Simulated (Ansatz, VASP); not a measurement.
## One calculation of HgTe, two programs

```
CELL_PARAMETERS angstrom
0.00000 3.39015 3.39015
3.39015 0.00000 3.39015
3.39015 3.39015 0.00000
ATOMIC_POSITIONS crystal
Hg 0.00000 0.00000 0.00000
Te 0.25000 0.25000 0.25000
```

Alike in both runs: task single point; functional PBE; k mesh 10 × 10 × 10; occupations gaussian, width 0.05 eV; non-collinear spin, spin-orbit coupling.

|  | VASP | Ansatz |
| --- | --- | --- |
| version | VASP 6.6.1 | Ansatz 0.2.0 |
| potentials or method | VASP PAW PBE potentials, release 64 (Hg, Te), cutoff 520 eV | plane waves, PAW |
| valence electrons in the cell | 18 | 36 |

```tsv
	VASP	Ansatz	Ansatz less VASP
pressure (GPa)	-1.8	-2.0	-0.14
```

The functional is the same, so the differences come from potentials, cutoffs and numerics. VASP's potentials hold 18 valence electrons a cell and Ansatz's 36, so a difference there can come from the potentials and not from the codes.
